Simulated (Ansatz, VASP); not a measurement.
# AlN in VASP and in Ansatz

```xyz
2
Lattice="2.5839 0.0000 0.0000 0.0000 2.5839 0.0000 0.0000 0.0000 2.5839" Properties=species:S:1:pos:R:3 pbc="T T T"
Al    0.0000    0.0000    0.0000
N     1.2919    1.2919    1.2919
```

Alike in both runs: functional r2SCAN; k mesh 6 × 6 × 6; occupations gaussian, width 0.1 eV; no spin polarisation.

Ansatz relaxed the structure, and its values are those at the end. VASP's run is a single point on that final structure, the one shown.

```csv
,VASP,Ansatz
version,VASP 6.6.1,Ansatz 0.2.0
potentials or method,"VASP PAW PBE potentials, release 64 (Al, N), cutoff 520 eV","scalar-relativistic, plane waves, PAW"
valence electrons in the cell,8,8
```

```csv
,VASP,Ansatz,Ansatz less VASP
gap on the k mesh at the Fermi level (eV),none,none,-
pressure (GPa),-0.7,0.0,+0.70
```

VASP's potentials were made for PBE, not for r2SCAN. A gap of «none» marks a metal or a gap that the smearing closes. The functional is the same, so the differences come from potentials, cutoffs and numerics.

The k mesh is coarse, so the values compare programs but aren't converged.
